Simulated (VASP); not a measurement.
Here is a VASP 6.6.1 calculation.

The input POSCAR:

```
Ir
1.0
    0.0000000000      1.9197000000      1.9197000000
    1.9197000000      0.0000000000      1.9197000000
    1.9197000000      1.9197000000      0.0000000000
Ir
1
Direct
    0.0000000000      0.0000000000      0.0000000000
```

Contents of INCAR.step1:

```
  ALGO = Normal
  EDIFF = 1E-5
  ENCUT = 550
  GGA = PE
  GGA_COMPAT = False
  ISMEAR = 0
  LASPH = True
  LCHARG = False
  LREAL = False
  LWAVE = True
  NBANDS = 14
  NELM = 120
  PREC = Accurate
  SIGMA = 0.1
```

File INCAR.step2:

```
  ALGO = Normal
  EDIFF = 1E-6
  ENCUT = 550
  GGA_COMPAT = False
  ISIF = 2
  ISMEAR = 0
  ISTART = 1
  LASPH = True
  LCHARG = False
  LMIXTAU = True
  LREAL = False
  LWAVE = False
  METAGGA = R2SCAN
  NBANDS = 14
  NELM = 120
  PREC = Accurate
  SIGMA = 0.1
```

File KPOINTS:

```
k-points
0
Gamma
  8 8 8
```

Potentials or basis: VASP PAW PBE potentials, release 64 (Ir_sv_GW).

Run with:

```bash
$ cat potpaw_PBE.64/Ir_sv_GW/POTCAR > POTCAR
$ cp INCAR.step1 INCAR
$ mpirun -np 1 vasp_std > vasp.out
$ cp INCAR.step2 INCAR
$ mpirun -np 1 vasp_std > vasp.out
```

Problem. Estimate the pressure.

Solution. 0.6 GPa.

Caveat: the PAW data sets were made with another functional, which shifts forces and pressure a little.
